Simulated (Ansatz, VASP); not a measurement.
One calculation of Rh, two programs

File INCAR:

```
SYSTEM = Rh
  ALGO = Normal
  EDIFF = 1E-7
  EDIFFG = -0.005
  ENCUT = 500
  GGA = PS
  GGA_COMPAT = .FALSE.
  IBRION = 2
  ISIF = 3
  ISMEAR = -1
  LASPH = .TRUE.
  LCHARG = .FALSE.
  LREAL = .FALSE.
  LWAVE = .FALSE.
  NELM = 120
  NELMIN = 4
  NSW = 60
  PREC = Accurate
  SIGMA = 0.08
```

Contents of KPOINTS:

```
k-points
0
G
  20 20 20
  0 0 0
```

The input POSCAR:

```
Rh
1.0
    0.0000000000      1.8901148648      1.8901148648
    1.8901148648      0.0000000000      1.8901148648
    1.8901148648      1.8901148648      0.0000000000
Rh
1
Direct
    0.0000000000      0.0000000000      0.0000000000
```

Input for Ansatz:

```yaml
crystal:
  lattice:
    - [0.0, 1.8901148648, 1.8901148648]
    - [1.8901148648, 0.0, 1.8901148648]
    - [1.8901148648, 1.8901148648, 0.0]
  atoms:
    - { symbol: Rh, position: [0.0, 0.0, 0.0] }
kpoints:
  mp_grid: { grid: [20, 20, 20] }
scf:
  occupations: { method: fermi_dirac, width: 0.08 }
hamiltonian:
  xc: pbesol
  pseudopotentials: { kind: paw }
output:
  forces: true
  stress: true
relax:
  f_tol: 0.005
  max_steps: 40
  cell: {}
```

Alike in both runs: task relaxation of cell and atoms; functional PBEsol; k mesh 20 × 20 × 20; occupations fermi-dirac, width 0.08 eV; no spin polarisation.

|  | VASP | Ansatz |
| --- | --- | --- |
| version | VASP 6.6.1 | Ansatz 0.2.0 |
| potentials or method | VASP PAW PBE potentials, release 64 (Rh_pv) | PAW with Ansatz's default frozen-core files, scalar-relativistic |
| plane-wave cutoff (eV) | 500 | 420 |
| valence electrons in the cell | 15 | 17 |

```tsv
	VASP	Ansatz	Ansatz less VASP
relaxed volume (Å³/atom)	13.51	13.51	+0.001
relaxed length of the cell vector where the two differ most in proportion (Å)	2.673	2.673	+0.0001
```

VASP's potentials were made for PBE, not for PBEsol. VASP's potentials hold 15 valence electrons a cell and Ansatz's 17, so a difference there can come from the potentials and not from the codes.
